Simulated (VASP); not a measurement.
Wanted: the native input for a VASP 6.6.1 run.

```
Task                   : single point
Functional             : PBE exchange alone
Potentials or basis    : VASP PAW PBE potentials, release 64 (Si, C)
Cutoff                 : 520 eV
k mesh                 : 10 × 10 × 5
Occupations            : fermi-dirac, width 0.05 eV
Spin                   : no spin polarisation
Dipole correction      : no
Further INCAR settings : ALGO = Normal; EDIFF = 1e-06; NBANDS = 16
```

The structure of SiC (Moissanite) lies in POSCAR:

```
SiC
1.0
    3.1759553132      0.0000000000      0.0000000000
   -1.5879776566      2.7504579825      0.0000000000
    0.0000000000      0.0000000000      5.2206089672
Si C
2 2
Direct
    0.6666666667      0.3333333333      0.5046386395
    0.3333333333      0.6666666667      0.0046386395
    0.6666666667      0.3333333333      0.8803613605
    0.3333333333      0.6666666667      0.3803613605
```

These files were run (other wordings do the same):

INCAR

```
AGGAC = 0.0 ; ALDAC = 0.0
ALGO = Normal ; EDIFF = 1E-6
ENCUT = 520 ; GGA = PE
ISIF = 2 ; ISMEAR = -1
LASPH = T ; LCHARG = F
LREAL = F ; LWAVE = F
NBANDS = 16 ; NELM = 80
PREC = Accurate ; SIGMA = 0.05
```

KPOINTS

```
k-points
0
Gamma
  10 10 5
```

Potentials or basis: VASP PAW PBE potentials, release 64 (Si, C).

Launch:

```console
$ cat potpaw_PBE.64/Si/POTCAR potpaw_PBE.64/C/POTCAR > POTCAR
$ mpirun -np 1 vasp_std > vasp.out
```

Results of the run:

```json
{
  "Pressure": "0.3 GPa",
  "Band gap on the k mesh": "2.90 eV, indirect (least direct gap 4.05 eV)"
}
```

Wall time 9.7 s on 1 thread of Intel(R) Xeon(R) 6975P-C (Granite Rapids), on a shared host, peak memory 0.16 GiB.
